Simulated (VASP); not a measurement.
# MgS (P6_3/mmc) in VASP: single point with HSE06

Aim: the single point of MgS with HSE06.

All numbers are computed with VASP 6.6.1; they aren't measurements. Logs are shortened: lines on timing, memory, paths and dates and some standing lists are left out, and cuts for length are marked.

## (1) The cell of the first run

Symmetry: P6_3/mmc, No. 194, hexagonal system. The conventional cell has a = 4.296 Å, b = 4.296 Å, c = 5.285 Å, α = 90.00°, β = 90.00°, γ = 120.00°. Mg (site symmetry -6m2) has 5 S at 2.48 to 2.64 Å within 3.3 Å. S (site symmetry -6m2) has 5 Mg at 2.48 to 2.64 Å within 3.3 Å.

## (2) Single point, HSE06

Contents of POSCAR:

```
MgS
1.0
    4.2955415433      0.0000000000      0.0000000000
   -2.1477707716      3.7200480996      0.0000000000
    0.0000000000      0.0000000000      5.2850911870
Mg S
2 2
Direct
    0.3333333333      0.6666666667      0.2500000000
    0.6666666667      0.3333333333      0.7500000000
    0.6666666667      0.3333333333      0.2500000000
    0.3333333333      0.6666666667      0.7500000000
```

Contents of INCAR.step1:

```
ALGO = Normal
EDIFF = 1E-5
ENCUT = 520
GGA = PE
ISIF = 2
ISMEAR = 0
LASPH = True
LCHARG = False
LREAL = False
LWAVE = True
NBANDS = 16
NELM = 80
PREC = Accurate
SIGMA = 0.01
```

Contents of INCAR.step2:

```
ALGO = Normal
EDIFF = 1E-6
ENCUT = 520
GGA = PE
HFSCREEN = 0.2079
ISIF = 2
ISMEAR = 0
ISTART = 1
LASPH = True
LCHARG = False
LHFCALC = True
LREAL = False
LWAVE = False
NBANDS = 16
NELM = 80
PREC = Accurate
PRECFOCK = Normal
SIGMA = 0.01
```

Contents of KPOINTS:

```
k-points
0
Gamma
  6 6 4
```

Potentials or basis: VASP PAW PBE potentials, release 64 (Mg, S).

Started as:

```
$ cat potpaw_PBE.64/Mg/POTCAR potpaw_PBE.64/S/POTCAR > POTCAR
$ cp INCAR.step1 INCAR
$ mpirun -np 1 vasp_std > vasp.out
$ cp INCAR.step2 INCAR
$ mpirun -np 1 vasp_std > vasp.out
```

OUTCAR:

```text
EDIFF = 1E-6
   ENCUT = 520
   GGA = PE
   HFSCREEN = 0.2079
   ISIF = 2
   ISMEAR = 0
   ISTART = 1
   LASPH = True
   LHFCALC = True
   LREAL = False
   NELM = 80
   PREC = Accurate
   PRECFOCK = Normal

 ion  position               nearest neighbor table
   1  0.333  0.667  0.250-   3 2.48   3 2.48   3 2.48   4 2.64   4 2.64   2 3.62   2 3.62   2 3.62
                             2 3.62   2 3.62   2 3.62
   2  0.667  0.333  0.750-   4 2.48   4 2.48   4 2.48   3 2.64   3 2.64   1 3.62   1 3.62   1 3.62
                             1 3.62   1 3.62   1 3.62
   3  0.667  0.333  0.250-   1 2.48   1 2.48   1 2.48   2 2.64   2 2.64
   4  0.333  0.667  0.750-   2 2.48   2 2.48   2 2.48   1 2.64   1 2.64

  LATTYP: Found a hexagonal cell.
 ALAT       =     4.2955415433
 C/A-ratio  =     1.2303666799

  Lattice vectors:

 A1 = (   4.2955415433,   0.0000000000,   0.0000000000)
 A2 = (  -2.1477707716,   3.7200480996,   0.0000000000)
 A3 = (   0.0000000000,   0.0000000000,   5.2850911870)

Analysis of symmetry for initial positions (statically):
=====================================================================
 Subroutine PRICEL returns:
 Original cell was already a primitive cell.

 Routine SETGRP: Setting up the symmetry group for a
 hexagonal supercell.

 Subroutine GETGRP returns: Found 24 space group operations
 (whereof 12 operations were pure point group operations)
 out of a pool of 24 trial point group operations.

The static configuration has the point symmetry D_3d.
 The point group associated with its full space group is D_6h.

Analysis of symmetry for dynamics (positions and initial velocities):
=====================================================================
 Subroutine PRICEL returns:
 Original cell was already a primitive cell.

 Routine SETGRP: Setting up the symmetry group for a
 hexagonal supercell.

 Subroutine GETGRP returns: Found 24 space group operations
 (whereof 12 operations were pure point group operations)
 out of a pool of 24 trial point group operations.

The dynamic configuration has the point symmetry D_3d.
 The point group associated with its full space group is D_6h.

 Subroutine INISYM returns: Found 24 space group operations
 (whereof 12 operations are pure point group operations),
 and found     1 'primitive' translations

----------------------------------------------------------------------------------------

                                     Primitive cell

  volume of cell :      84.4538

  direct lattice vectors                    reciprocal lattice vectors
     4.295541543  0.000000000  0.000000000     0.232799518  0.134406864  0.000000000
    -2.147770772  3.720048100  0.000000000     0.000000000  0.268813729  0.000000000
     0.000000000  0.000000000  5.285091187     0.000000000  0.000000000  0.189211494

  length of vectors
     4.295541543  4.295541543  5.285091187     0.268813729  0.268813729  0.189211494

  position of ions in fractional coordinates (direct lattice)
     0.333333333  0.666666667  0.250000000
     0.666666667  0.333333333  0.750000000
     0.666666667  0.333333333  0.250000000
     0.333333333  0.666666667  0.750000000

  ion indices of the primitive-cell ions
   primitive index   ion index
                 1           1
                 2           2
                 3           3
                 4           4

----------------------------------------------------------------------------------------

 KPOINTS: k-points

Automatic generation of k-mesh.
 Grid dimensions read from file:
 generate k-points for:    6    6    4

 Generating k-lattice:

  Cartesian coordinates                     Fractional coordinates (reciprocal lattice)
     0.038799920  0.022401144  0.000000000     0.166666667 -0.000000000  0.000000000
     0.000000000  0.044802288  0.000000000     0.000000000  0.166666667  0.000000000
     0.000000000  0.000000000  0.047302874     0.000000000  0.000000000  0.250000000

  Length of vectors
     0.044802288  0.044802288  0.047302874

  Shift w.r.t. Gamma in fractional coordinates (k-lattice)
     0.000000000  0.000000000  0.000000000

 Subroutine IBZKPT returns following result:
 ===========================================

 Found     21 irreducible k-points:

 Following reciprocal coordinates:
            Coordinates               Weight
  0.000000  0.000000  0.000000      1.000000
  0.166667 -0.000000  0.000000      6.000000
  0.333333  0.000000  0.000000      6.000000
  0.500000 -0.000000  0.000000      3.000000
  0.166667  0.166667  0.000000      6.000000
  0.333333  0.166667  0.000000     12.000000
[... 13 lines left out ...]
  0.333333  0.166667  0.500000     12.000000
  0.333333  0.333333  0.500000      2.000000
   k-points           NKPTS =     21   k-points in BZ     NKDIM =    144   number of bands    NBANDS=     16
   number of dos      NEDOS =    301   number of ions     NIONS =      4
   total plane-waves  NPLWV =  40960
   dimension x,y,z NGX =    32 NGY =   32 NGZ =   40
   dimension x,y,z NGXF=    64 NGYF=   64 NGZF=   80
   ions per type =               2   2
   NGX,Y,Z   is equivalent  to a cutoff of  12.38, 12.38, 12.58 a.u.
   NGXF,Y,Z  is equivalent  to a cutoff of  24.77, 24.77, 25.16 a.u.
 SYSTEM =  unknown system
   PREC   = accura    normal or accurate (medium, high low for compatibility)
   ISTART =      1    job   : 0-new  1-cont  2-samecut
   ICHARG =      0    charge: 1-file 2-atom 10-const
   ISPIN  =      1    spin polarized calculation?
   LNONCOLLINEAR =      F non collinear calculations
   LSORBIT =      F    spin-orbit coupling
   LASPH  =      T    aspherical Exc in radial PAW
   ENCUT  =  520.0 eV  38.22 Ry    6.18 a.u.   7.99  7.99  9.83*2*pi/ulx,y,z
   NELM   =     80;   NELMIN=  2; NELMDL=  0     # of ELM steps
   EDIFF  = 0.1E-05   stopping-criterion for ELM
   LREAL  =      F    real-space projection
   EDIFFG = 0.1E-04   stopping-criterion for IOM
   NSW    =      0    number of steps for IOM
   IBRION =     -1    ionic relax: 0-MD 1-quasi-New 2-CG
   NFREE  =      0    steps in history (QN), initial steepest desc. (CG)
   ISIF   =      2    stress and relaxation
   ISYM   =      3    0-nonsym 1-usesym 2-fastsym
   POTIM  = 0.5000    time-step for ionic-motion
   TEBEG  =    0.0;   TEEND  =   0.0 temperature during run
   PSTRESS=    0.0 pullay stress
   NELECT =      16.0000    total number of electrons
   NUPDOWN=      -1.0000    fix difference up-down
   EMIN   =  10.00;   EMAX   =-10.00  energy-range for DOS
   EFERMI =   0.00;   METHOD = LEGACY
   ISMEAR =     0;   SIGMA  =   0.01  broadening in eV -4-tet -1-fermi 0-gaus
   EFERMI_NEDOS =   21; number of points for ismear=-14 and -15
   IALGO  =     38    algorithm
   IMIX   =      1    mixing-type and parameters
     AMIX     =   0.40;   BMIX     =  1.00
     AMIX_MAG =   1.60;   BMIX_MAG =  1.00
  volume/ion in A,a.u.               =      21.11       142.48
  Fermi-wavevector in a.u.,A,eV,Ry     =   0.940247  1.776809 12.028420  0.884064
  Thomas-Fermi vector in A             =   2.067639
   LORBIT       =      0    0 simple, 1 ext, 2 COOP (PROOUT), +10 PAW based schemes
   GGA     = PE    functional components
   LHFCALC =     T    Hartree Fock is set to
   PRECFOCK=normal    Normal, Fast or Accurate (Low or Medium for compatibility)
   ENCUT4O =  -1.0   cutoff for four orbital integrals eV
   NKREDX  =     1    reduce k-point grid by
   NKREDY  =     1    reduce k-point grid by
   NKREDZ  =     1    reduce k-point grid by
   AEXX    =    0.2500 exact exchange contribution
   HFSCREEN=    0.2079 screening length (either q_TF or 0.3 A-1)
   HFSCREENC=   0.2079 screening length for correlation (either q_TF or 0.3 A-1)
   ENCUTFOCK=  -1.0 apply spherical cutoff to Coloumb kernel
   IVDW    =     0    specifies the selected vdW correction
   LEPSILON=     F    determine dielectric tensor
   LRPA    =     F    only Hartree local field effects (RPA)
 non-spin polarized calculation
 Gauss-broadening in eV      SIGMA  =   0.01
  energy-cutoff  :      520.00
  volume of cell :       84.45
 maximum number of plane-waves:      2304
 NGX is ok and might be reduce to    32
  NGX = 24; NGY = 24; NGZ = 30

 number of electron      16.0000001 magnetization

 Free energy of the ion-electron system (eV)
  ---------------------------------------------------
  ext. energy  EPLUGINS =         0.00000000
  ---------------------------------------------------
  free energy    TOTEN  =       -19.62448242 eV

  energy without entropy =      -19.62448242  energy(sigma->0) =      -19.62448242

 E-fermi :   1.8320     XC(G=0):  -7.2522

 val. band max:        1.7265694003   @ k =   0.0000   0.0000   0.0000
 cond. band min:       5.7127327570   @ k =   0.0000   0.0000   0.0000
 fundamental gap:      3.9861633567
 Fermi energy:         1.8320390433

 k-point     1 :       0.0000    0.0000    0.0000
  band No.  band energies     occupation
      1     -11.8635      2.00000
      2     -10.2506      2.00000
      3      -2.4805      2.00000
      4      -0.4697      2.00000
      5      -0.4697      2.00000
      6       0.7861      2.00000
[... 8 lines left out ...]
     15      10.7465      0.00000
     16      10.7465      0.00000

 k-point     2 :       0.1667   -0.0000    0.0000
  band No.  band energies     occupation
      1     -11.7235      2.00000
      2     -10.2763      2.00000
      3      -2.2776      2.00000
      4      -0.9980      2.00000
      5      -0.6868      2.00000
      6       0.1938      2.00000
[... 8 lines left out ...]
     15      10.4586      0.00000
     16      11.3649      0.00000

 k-point     3 :       0.3333    0.0000    0.0000
  band No.  band energies     occupation
      1     -11.3696      2.00000
      2     -10.3981      2.00000
      3      -1.8535      2.00000
      4      -1.7259      2.00000
      5      -1.0277      2.00000
      6      -0.6545      2.00000
[... 8 lines left out ...]
     15      10.9879      0.00000
     16      12.9457      0.00000
[... 305 lines left out ...]
 k-point    20 :       0.3333    0.1667    0.5000
  band No.  band energies     occupation
      1     -10.7836      2.00000
      2     -10.7836      2.00000
      3      -2.6788      2.00000
      4      -2.6788      2.00000
      5      -0.7561      2.00000
      6      -0.7561      2.00000
[... 8 lines left out ...]
     15      11.9269      0.00000
     16      11.9269      0.00000

 k-point    21 :       0.3333    0.3333    0.5000
  band No.  band energies     occupation
      1     -10.7351      2.00000
      2     -10.7351      2.00000
      3      -2.6928      2.00000
      4      -2.6928      2.00000
      5      -1.1811      2.00000
      6      -1.1811      2.00000
[... 8 lines left out ...]
     15      11.4383      0.00000
     16      11.4383      0.00000

------------------------ aborting loop because EDIFF is reached ----------------------------------------

  FORCE on cell =-STRESS in cart. coord.  units (eV):
  Direction    XX          YY          ZZ          XY          YZ          ZX
  --------------------------------------------------------------------------------------
  -------------------------------------------------------------------------------------
  Total       -0.1687837     -0.1687837     -0.1272724     -0.0000000     -0.0000000      0.0000000
  in kB       -3.2020057     -3.2020057     -2.4144931     -0.0000000     -0.0000000      0.0000000
  external PRESSURE =      -2.9395015 kB  Pullay stress =       0.0000000 kB

 VOLUME and BASIS-vectors are now :
 -----------------------------------------------------------------------------
  energy-cutoff  :      520.00
  volume of cell :       84.45
      direct lattice vectors                 reciprocal lattice vectors
     4.295541543  0.000000000  0.000000000     0.232799518  0.134406864  0.000000000
    -2.147770772  3.720048100  0.000000000     0.000000000  0.268813729  0.000000000
     0.000000000  0.000000000  5.285091187     0.000000000  0.000000000  0.189211494

 POSITION                                       TOTAL-FORCE (eV/Angst)
 -----------------------------------------------------------------------------------
     -0.00000      2.48003      1.32127         0.000000      0.000000      0.000000
      2.14777      1.24002      3.96382         0.000000      0.000000      0.000000
      2.14777      1.24002      1.32127        -0.000000      0.000000     -0.000000
     -0.00000      2.48003      3.96382         0.000000      0.000000      0.000000
 -----------------------------------------------------------------------------------
    total drift:                                0.000000      0.000000      0.000000

  FREE ENERGIE OF THE ION-ELECTRON SYSTEM (eV)
  ---------------------------------------------------
  free  energy   TOTEN  =       -19.6244824194 eV

  energy  without entropy=      -19.6244824194  energy(sigma->0) =      -19.62448242
```

Run time: 66 min. Hardware: 1 thread of Oxide Virtual Turin-like, shared host; peak memory 0.31 GiB.

What came out:

```yaml
Free_energy: -19.6245 eV
Pressure: -0.3 GPa
Band_gap_on_the_k_mesh: 3.99 eV
```

Levels at points of the mesh, in eV from the valence-band top:
| k point | band 5 | band 6 | band 7 | band 8 | band 9 | band 10 | band 11 | band 12 |
| --- | --- | --- | --- | --- | --- | --- | --- | --- |
| (0.00, 0.00, 0.00) | -2.20 | -0.94 | -0.94 | 0.00 | 3.99 | 4.01 | 7.11 | 7.11 |
| (0.50, 0.00, 0.00) | -2.90 | -2.73 | -1.73 | -0.87 | 4.31 | 6.40 | 7.13 | 7.55 |
| (0.00, 0.00, 0.50) | -1.61 | -1.61 | -1.61 | -1.61 | 5.67 | 5.67 | 7.05 | 7.05 |
| (0.50, 0.00, 0.50) | -2.05 | -2.05 | -0.89 | -0.89 | 5.48 | 5.48 | 7.58 | 7.58 |

Caveat: the PAW data sets were made with another functional, which shifts forces and pressure a little. A k mesh can miss the band edges.
